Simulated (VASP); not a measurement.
# LiSb2 (Immm) in VASP: a series of runs

LiSb2 is run at these levels: PBE; tasks: single point, relaxation of cell and atoms.

Program: VASP 6.6.1. These are calculated values, not measurements. Logs are shortened: lines on timing, memory, paths and dates and some standing lists are left out, and cuts for length are marked.

### Step 1. The cell of the first run

It takes space group Immm (No. 71, orthorhombic). Conventional cell: a = 4.759 Å, b = 7.570 Å, c = 7.742 Å, α = 90.00°, β = 90.00°, γ = 90.00°. Within 2.1 Å of Li (site symmetry mmm) lie 2 Sb at 1.59 Å. Within 2.1 Å of Sb (site symmetry mm2) lie 1 Li at 1.59 Å.

The cell was generated, and may not be a known phase.

### Step 2. Single point, PBE

INCAR reads:

```
SYSTEM = LiSb2
PREC     = Accurate       ! precision mode
ENCUT    = 520            ! plane-wave cutoff, eV
EDIFF    = 1E-6           ! SCF threshold, eV
ISMEAR   = 0              ! smearing method
SIGMA    = 0.1            ! smearing width, eV
LREAL    = .FALSE.        ! projectors in reciprocal space
LASPH    = .TRUE.         ! aspherical terms in the spheres
NELM     = 100            ! most SCF steps
ALGO     = Normal         ! electronic algorithm
ISIF     = 2              ! what is computed and relaxed
LWAVE    = .FALSE.        ! write WAVECAR
LCHARG   = .FALSE.        ! write CHGCAR
GGA      = PE             ! functional
NBANDS   = 14             ! bands
```

KPOINTS reads:

```
Automatic mesh
0
G
  4 4 4
  0 0 0
```

POSCAR reads:

```
LiSb2
1.0
   -2.3794515800      3.7851699200      3.8711133000
    2.3794515800     -3.7851699200      3.8711133000
    2.3794515800      3.7851699200     -3.8711133000
Li Sb
1 2
Direct
    0.5000000000      0.0000000000      0.5000000000
    0.2944081900      0.7944081900      0.5000000000
    0.7055918100      0.2055918100      0.5000000000
```

Potentials or basis: VASP PAW PBE potentials, release 64 (Li_sv, Sb).

The run is started by

```bash
$ cat potpaw_PBE.64/Li_sv/POTCAR potpaw_PBE.64/Sb/POTCAR > POTCAR
$ mpirun -np 1 vasp_std > vasp.out
```

OUTCAR:

```text
SYSTEM = LiSb2
   PREC = Accurate
   ENCUT = 520
   EDIFF = 1E-6
   ISMEAR = 0
   LREAL = .FALSE.
   LASPH = .TRUE.
   NELM = 100
   ISIF = 2
   GGA = PE

 ion  position               nearest neighbor table
   1  0.500  0.000  0.500-   2 1.59   3 1.59
   2  0.294  0.794  0.500-   1 1.59   3 3.18
   3  0.706  0.206  0.500-   1 1.59   2 3.18

 -----------------------------------------------------------------------------
|                                                                             |
|           W    W    AA    RRRRR   N    N  II  N    N   GGGG   !!!           |
|           W    W   A  A   R    R  NN   N  II  NN   N  G    G  !!!           |
|           W    W  A    A  R    R  N N  N  II  N N  N  G       !!!           |
|           W WW W  AAAAAA  RRRRR   N  N N  II  N  N N  G  GGG   !            |
|           WW  WW  A    A  R   R   N   NN  II  N   NN  G    G                |
|           W    W  A    A  R    R  N    N  II  N    N   GGGG   !!!           |
|                                                                             |
|     The distance between some ions is very small. Please check the          |
|     nearest-neighbor list in the OUTCAR file.                               |
|     I HOPE YOU KNOW WHAT YOU ARE DOING!                                     |
|                                                                             |
 -----------------------------------------------------------------------------

  LATTYP: Found a body centered orthorhombic cell.
 ALAT       =     4.7589031600
 B/A-ratio  =     1.5907740892
 C/A-ratio  =     1.6268930759

  Lattice vectors:

 A1 = (  -2.3794515800,   3.7851699200,   3.8711133000)
 A2 = (   2.3794515800,  -3.7851699200,   3.8711133000)
 A3 = (   2.3794515800,   3.7851699200,  -3.8711133000)

Analysis of symmetry for initial positions (statically):
=====================================================================
 Subroutine PRICEL returns:
 Original cell was already a primitive cell.

 Routine SETGRP: Setting up the symmetry group for a
 body centered orthorhombic supercell.

 Subroutine GETGRP returns: Found  8 space group operations
 (whereof  8 operations were pure point group operations)
 out of a pool of  8 trial point group operations.

The static configuration has the point symmetry D_2h.

Analysis of symmetry for dynamics (positions and initial velocities):
=====================================================================
 Subroutine PRICEL returns:
 Original cell was already a primitive cell.

 Routine SETGRP: Setting up the symmetry group for a
 body centered orthorhombic supercell.

 Subroutine GETGRP returns: Found  8 space group operations
 (whereof  8 operations were pure point group operations)
 out of a pool of  8 trial point group operations.

The dynamic configuration has the point symmetry D_2h.

 Subroutine INISYM returns: Found  8 space group operations
 (whereof  8 operations are pure point group operations),
 and found     1 'primitive' translations

----------------------------------------------------------------------------------------

                                     Primitive cell

  volume of cell :     139.4627

  direct lattice vectors                    reciprocal lattice vectors
    -2.379451580  3.785169920  3.871113300     0.000000000  0.132094466  0.129161810
     2.379451580 -3.785169920  3.871113300     0.210132454  0.000000000  0.129161810
     2.379451580  3.785169920 -3.871113300     0.210132454  0.132094466  0.000000000

  length of vectors
     5.913951245  5.913951245  5.913951245     0.184747723  0.246654458  0.248202732

  position of ions in fractional coordinates (direct lattice)
     0.500000000  0.000000000  0.500000000
     0.294408190  0.794408190  0.500000000
     0.705591810  0.205591810  0.500000000

  ion indices of the primitive-cell ions
   primitive index   ion index
                 1           1
                 2           2
                 3           3

----------------------------------------------------------------------------------------

 KPOINTS: Automatic mesh

Automatic generation of k-mesh.
 Grid dimensions read from file:
 generate k-points for:    4    4    4

 Generating k-lattice:

  Cartesian coordinates                     Fractional coordinates (reciprocal lattice)
     0.000000000  0.033023617  0.032290452     0.250000000  0.000000000  0.000000000
     0.052533114  0.000000000  0.032290452     0.000000000  0.250000000  0.000000000
     0.052533114  0.033023617  0.000000000     0.000000000  0.000000000  0.250000000

  Length of vectors
     0.046186931  0.061663614  0.062050683

  Shift w.r.t. Gamma in fractional coordinates (k-lattice)
     0.000000000  0.000000000  0.000000000

 Subroutine IBZKPT returns following result:
 ===========================================

 Found     18 irreducible k-points:

 Following reciprocal coordinates:
            Coordinates               Weight
  0.000000  0.000000  0.000000      1.000000
  0.250000  0.000000  0.000000      4.000000
  0.500000  0.000000  0.000000      2.000000
 -0.000000  0.250000  0.000000      4.000000
  0.250000  0.250000  0.000000      8.000000
  0.500000  0.250000  0.000000      8.000000
[... 10 lines left out ...]
 -0.250000 -0.250000  0.250000      2.000000
  0.500000  0.500000  0.500000      1.000000
   k-points           NKPTS =     18   k-points in BZ     NKDIM =     18   number of bands    NBANDS=     14
   number of dos      NEDOS =    301   number of ions     NIONS =      3
   total plane-waves  NPLWV = 110592
   dimension x,y,z NGX =    48 NGY =   48 NGZ =   48
   dimension x,y,z NGXF=    96 NGYF=   96 NGZF=   96
   ions per type =               1   2
   NGX,Y,Z   is equivalent  to a cutoff of  13.49, 13.49, 13.49 a.u.
   NGXF,Y,Z  is equivalent  to a cutoff of  26.99, 26.99, 26.99 a.u.
 SYSTEM =  LiSb2
   PREC   = accura    normal or accurate (medium, high low for compatibility)
   ISTART =      0    job   : 0-new  1-cont  2-samecut
   ICHARG =      2    charge: 1-file 2-atom 10-const
   ISPIN  =      1    spin polarized calculation?
   LNONCOLLINEAR =      F non collinear calculations
   LSORBIT =      F    spin-orbit coupling
   LASPH  =      T    aspherical Exc in radial PAW
   ENCUT  =  520.0 eV  38.22 Ry    6.18 a.u.  11.00 11.00 11.00*2*pi/ulx,y,z
   NELM   =    100;   NELMIN=  2; NELMDL= -5     # of ELM steps
   EDIFF  = 0.1E-05   stopping-criterion for ELM
   LREAL  =      F    real-space projection
   EDIFFG = 0.1E-04   stopping-criterion for IOM
   NSW    =      0    number of steps for IOM
   IBRION =     -1    ionic relax: 0-MD 1-quasi-New 2-CG
   NFREE  =      0    steps in history (QN), initial steepest desc. (CG)
   ISIF   =      2    stress and relaxation
   ISYM   =      2    0-nonsym 1-usesym 2-fastsym
   POTIM  = 0.5000    time-step for ionic-motion
   TEBEG  =    0.0;   TEEND  =   0.0 temperature during run
   PSTRESS=    0.0 pullay stress
   NELECT =      13.0000    total number of electrons
   NUPDOWN=      -1.0000    fix difference up-down
   EMIN   =  10.00;   EMAX   =-10.00  energy-range for DOS
   EFERMI =   0.00;   METHOD = LEGACY
   ISMEAR =     0;   SIGMA  =   0.10  broadening in eV -4-tet -1-fermi 0-gaus
   EFERMI_NEDOS =   21; number of points for ismear=-14 and -15
   IALGO  =     38    algorithm
   IMIX   =      4    mixing-type and parameters
     AMIX     =   0.40;   BMIX     =  1.00
     AMIX_MAG =   1.60;   BMIX_MAG =  1.00
  volume/ion in A,a.u.               =      46.49       313.71
  Fermi-wavevector in a.u.,A,eV,Ry     =   0.742284  1.402713  7.496607  0.550985
  Thomas-Fermi vector in A             =   1.837126
   LORBIT       =      0    0 simple, 1 ext, 2 COOP (PROOUT), +10 PAW based schemes
   GGA     = PE    functional components
   LHFCALC =     F    Hartree Fock is set to
   AEXX    =    0.0000 exact exchange contribution
   IVDW    =     0    specifies the selected vdW correction
   LEPSILON=     F    determine dielectric tensor
   LRPA    =     F    only Hartree local field effects (RPA)
 non-spin polarized calculation
 Gauss-broadening in eV      SIGMA  =   0.10
  energy-cutoff  :      520.00
  volume of cell :      139.46
 maximum number of plane-waves:      3780
 NGX is ok and might be reduce to    48
   NGX = 21   NGY = 21   NGZ = 21

 number of electron      12.9999998 magnetization

 Free energy of the ion-electron system (eV)
  ---------------------------------------------------
  ext. energy  EPLUGINS =         0.00000000
  ---------------------------------------------------
  free energy    TOTEN  =         4.33529976 eV

  energy without entropy =        4.35207681  energy(sigma->0) =        4.34368828

 E-fermi :   0.3690     XC(G=0):  -6.5337

 val. band max:        0.3310016455   @ k =   0.5000   0.2500   0.0000
 cond. band min:       0.4232601081   @ k =   0.2500   0.2500   0.2500
 fundamental gap:      0.0922584626
 Fermi energy:         0.3689862638

 k-point     1 :       0.0000    0.0000    0.0000
  band No.  band energies     occupation
      1     -49.0746      2.00000
      2      -8.1738      2.00000
      3      -7.9084      2.00000
      4      -0.3880      2.00000
      5      -0.2944      2.00000
      6      -0.2413      2.00000
      7       0.1631      1.99640
      8       1.0519      0.00000
      9       1.0631      0.00000
     10       4.6640      0.00000
     11       5.0164      0.00000
     12       6.6075      0.00000
     13       6.8728      0.00000
     14       7.4469      0.00000

 k-point     2 :       0.2500    0.0000    0.0000
  band No.  band energies     occupation
      1     -49.0746      2.00000
      2      -8.1721      2.00000
      3      -7.8868      2.00000
      4      -0.9797      2.00000
      5      -0.3948      2.00000
      6       0.1364      1.99900
      7       0.2921      1.72323
      8       0.8014      0.00000
      9       1.1452      0.00000
     10       5.0335      0.00000
     11       5.8517      0.00000
     12       6.4799      0.00000
     13       6.8161      0.00000
     14       7.4710      0.00000

 k-point     3 :       0.5000    0.0000    0.0000
  band No.  band energies     occupation
      1     -49.0746      2.00000
      2      -8.1699      2.00000
      3      -7.8654      2.00000
      4      -1.2648      2.00000
      5      -0.4823      2.00000
      6       0.1886      1.98927
      7       0.4563      0.21697
      8       0.5607      0.00672
      9       1.2104      0.00000
     10       6.0057      0.00000
     11       6.0602      0.00000
     12       6.7047      0.00000
     13       7.0685      0.00000
     14       7.3379      0.00000
[... 222 lines left out ...]
 k-point    17 :      -0.2500   -0.2500    0.2500
  band No.  band energies     occupation
      1     -49.0746      2.00000
      2      -8.2559      2.00000
      3      -7.7570      2.00000
      4      -1.4682      2.00000
      5      -0.5101      2.00000
      6      -0.1146      2.00000
      7       0.6978      0.00000
      8       0.9950      0.00000
      9       1.2781      0.00000
     10       5.5975      0.00000
     11       5.8910      0.00000
     12       6.2606      0.00000
     13       7.3862      0.00000
     14       7.9303      0.00000

 k-point    18 :       0.5000    0.5000    0.5000
  band No.  band energies     occupation
      1     -49.0746      2.00000
      2      -8.2447      2.00000
      3      -7.7174      2.00000
      4      -1.9300      2.00000
      5      -0.7453      2.00000
      6      -0.6735      2.00000
      7       1.1169      0.00000
      8       1.6720      0.00000
      9       1.8211      0.00000
     10       4.9882      0.00000
     11       6.2416      0.00000
     12       6.8520      0.00000
     13       6.8793      0.00000
     14       8.3167      0.00000

------------------------ aborting loop because EDIFF is reached ----------------------------------------

  FORCE on cell =-STRESS in cart. coord.  units (eV):
  Direction    XX          YY          ZZ          XY          YZ          ZX
  --------------------------------------------------------------------------------------
  -------------------------------------------------------------------------------------
  Total       -1.6613160     -1.9661621     44.2169701      0.0000000      0.0000000      0.0000000
  in kB      -19.0855509    -22.5876876    507.9739448      0.0000000      0.0000000      0.0000000
  external PRESSURE =     155.4335688 kB  Pullay stress =       0.0000000 kB

 VOLUME and BASIS-vectors are now :
 -----------------------------------------------------------------------------
  energy-cutoff  :      520.00
  volume of cell :      139.46
      direct lattice vectors                 reciprocal lattice vectors
    -2.379451580  3.785169920  3.871113300     0.000000000  0.132094466  0.129161810
     2.379451580 -3.785169920  3.871113300     0.210132454  0.000000000  0.129161810
     2.379451580  3.785169920 -3.871113300     0.210132454  0.132094466  0.000000000

 POSITION                                       TOTAL-FORCE (eV/Angst)
 -----------------------------------------------------------------------------------
      0.00000      3.78517      0.00000         0.000000      0.000000      0.000000
      2.37945      0.00000      2.27937        -0.000000      0.000000    -16.037341
      0.00000      3.78517      1.59174         0.000000     -0.000000     16.037341
 -----------------------------------------------------------------------------------
    total drift:                                0.000000     -0.000000      0.000000

  FREE ENERGIE OF THE ION-ELECTRON SYSTEM (eV)
  ---------------------------------------------------
  free  energy   TOTEN  =         4.3352997631 eV

  energy  without entropy=        4.3520768055  energy(sigma->0) =        4.34368828
```

Wall time 72 s (1 thread of Intel Xeon 8259CL, shared host); peak memory 0.31 GiB.

Results:

```
Free energy            : 4.3353 eV
Largest force          : 16.037 eV/Å
Band gap on the k mesh : zero (an odd number of electrons rules out a gap without spin polarisation)
```

Forces in eV/Å, atoms in the order of the input:
```
Li    0.000   0.000   0.000
Sb    0.000   0.000 -16.037
Sb    0.000   0.000  16.037
```

Caveat: the k points lie up to 0.39 Å⁻¹ apart, too coarse for converged energies and pressures of a metal; the cutoff is under 1.25 times the usual one of these potentials, so pressure, stress and relaxed cells hold a basis-set (Pulay) error; atoms lie so close that the PAW spheres overlap strongly, which falsifies energies and pressures; spin-orbit coupling is left out, which moves the levels of the heavy elements; forces of over 1 eV/Å act on the atoms, so gaps and moduli don't describe the material at rest.

### Step 3. Relaxation of cell and atoms, PBE

INCAR reads:

```
SYSTEM = LiSb2
PREC = Accurate ; ENCUT = 600
EDIFF = 1E-6 ; ISMEAR = 0
SIGMA = 0.1 ; LREAL = .FALSE.
LASPH = .TRUE. ; NELM = 60
ALGO = Normal ; ISIF = 3
LWAVE = .FALSE. ; LCHARG = .FALSE.
GGA = PE ; IBRION = 2
NSW = 90 ; EDIFFG = -0.04
```

KPOINTS reads:

```
regular mesh
0
G
  4 4 4
  0 0 0
```

POSCAR is that of step 2.

Potentials or basis: VASP PAW PBE potentials, release 64 (Li_sv, Sb).

The run is started by

```bash
$ cat potpaw_PBE.64/Li_sv/POTCAR potpaw_PBE.64/Sb/POTCAR > POTCAR
$ mpirun -np 1 vasp_std > vasp.out
```

Run time: 16 min. Hardware: 1 thread of Intel Xeon 8259CL, shared host; peak memory 0.36 GiB.

It converged, with:

- Free energy: -10.4998 eV
- Relaxed volume: 26.87 Å³/atom
- Relaxed cell: a = 5.519 Å, b = 5.519 Å, c = 5.519 Å, α = 135.64°, β = 135.96°, γ = 64.29°
- Space group after relaxing (to 0.1 Å): I4/mmm (No. 139)
- Pressure after relaxing: 0.1 GPa
- Largest force after relaxing: 0.037 eV/Å
- Band gap on the k mesh: zero (an odd number of electrons rules out a gap without spin polarisation)

Forces on the atoms (eV/Å):
```
Li   0.000  0.000  0.000
Sb   0.000  0.000  0.037
Sb   0.000  0.000 -0.037
```

Final structure:
```yaml
crystal:
  lattice:
    - [-2.08385, 2.06931, 4.67328]
    - [2.08385, -2.06931, 4.67328]
    - [2.08385, 2.06931, -4.67328]
  atoms:
    - { symbol: Li, position: [0.50000, 0.00000, 0.50000] }
    - { symbol: Sb, position: [0.19678, 0.69678, 0.50000] }
    - { symbol: Sb, position: [0.80322, 0.30322, 0.50000] }
```

Levels at points of the mesh, in eV from the Fermi level:
```
           k point  band 3  band 4  band 5  band 6  band 7  band 8  band 9  band 10
(0.00, 0.00, 0.00)   -5.87   -2.04   -1.95   -1.91   -1.54    2.51    2.58     3.37
(0.50, 0.00, 0.00)   -9.29   -3.26   -2.25   -0.10    0.17    1.05    1.66     3.89
(0.00, 0.50, 0.00)   -9.32   -3.28   -2.26   -0.04    0.23    1.13    1.72     3.88
(0.50, 0.50, 0.00)   -8.37   -4.95   -4.48   -2.02   -0.08   -0.08    2.97     4.11
(0.50, 0.50, 0.50)   -7.22   -2.92   -2.45   -2.35    2.05    2.91    4.24     4.26
```

Caveat: the k points lie up to 0.42 Å⁻¹ apart in the final cell, too coarse for converged energies and pressures of a metal; the cutoff is under 1.25 times the usual one of these potentials, so pressure, stress and relaxed cells hold a basis-set (Pulay) error; the volume moved by over 15 % at a fixed basis, so the end points are rough; spin-orbit coupling is left out, which moves the levels of the heavy elements.

The gap in the log of VASP goes by the Fermi energy; the results here count the filled bands.